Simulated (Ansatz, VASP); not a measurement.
One calculation of Cu3OF3, two programs

Contents of INCAR:

```
PREC = Accurate
ENCUT = 520
EDIFF = 1E-6
ISMEAR = 0
SIGMA = 0.1
LREAL = F
LASPH = T
NELM = 150
ALGO = Normal
ISIF = 2
LWAVE = F
LCHARG = T
ISPIN = 2
MAGMOM = 1 1 1 0 0 0 0
LORBIT = 11
LMAXMIX = 4
GGA = PE
LELF = T
LVHAR = T
NBANDS = 43
```

The input KPOINTS:

```
regular mesh
0
Gamma
  4 4 4
```

Contents of POSCAR:

```
Cu3OF3
1.0
    4.3677768200      0.0000000000      0.0000000000
    0.0000000000      4.3677768200      0.0000000000
    0.0000000000      0.0000000000      4.3677768200
Cu O F
3 1 3
Direct
    0.5000000000      0.5000000000      0.0000000000
    0.0000000000      0.5000000000      0.5000000000
    0.5000000000      0.0000000000      0.5000000000
    0.5000000000      0.5000000000      0.5000000000
    0.5000000000      0.0000000000      0.0000000000
    0.0000000000      0.5000000000      0.0000000000
    0.0000000000      0.0000000000      0.5000000000
```

Input for Ansatz:

```yaml
crystal:
  lattice:
    - [4.36777682, 0.0, 0.0]
    - [0.0, 4.36777682, 0.0]
    - [0.0, 0.0, 4.36777682]
  atoms:
    - { symbol: Cu, position: [0.5, 0.5, 0.0], spin: 1.0 }
    - { symbol: Cu, position: [0.0, 0.5, 0.5], spin: 1.0 }
    - { symbol: Cu, position: [0.5, 0.0, 0.5], spin: 1.0 }
    - { symbol: O, position: [0.5, 0.5, 0.5] }
    - { symbol: F, position: [0.5, 0.0, 0.0] }
    - { symbol: F, position: [0.0, 0.5, 0.0] }
    - { symbol: F, position: [0.0, 0.0, 0.5] }
basis:
  ecutwfc: 420
kpoints:
  mp_grid: { grid: [4, 4, 4] }
hamiltonian:
  xc: pbe
scf:
  occupations: { method: gaussian, width: 0.1 }
  lower_state_search: "off"
output:
  forces: true
  stress: true
  eigenvalues: true
  populations: true
magnetization:
  spin_polarized: true
```

Change from the starting cell: species swapped into the Ce3GaBr3 type (Pm-3m, No. 221).

Alike in both runs: task single point; functional PBE; k mesh 4 × 4 × 4; occupations gaussian, width 0.1 eV; collinear spin.

```csv
,VASP,Ansatz
version,VASP 6.6.1,Ansatz 0.2.0
potentials or method,"VASP PAW PBE potentials, release 64 (Cu, O, F), cutoff 520 eV","scalar-relativistic, plane waves, PAW"
valence electrons in the cell,60,84
```

```csv
,VASP,Ansatz,Ansatz less VASP
gap on the k mesh at the Fermi level (eV),none,none,-
pressure (GPa),-6.7,-6.6,+0.11
net moment per atom (μB),0.20,0.20,+0.002
size of the moment on the site where the two differ most (μB),0.16,0.18,+0.015
```

Site moments also hang on the region over which each program counts them. A gap of «none» marks a metal or a gap that the smearing closes. The functional is the same, so the differences come from potentials, cutoffs and numerics. VASP's potentials hold 60 valence electrons a cell and Ansatz's 84, so a difference there can come from the potentials and not from the codes.
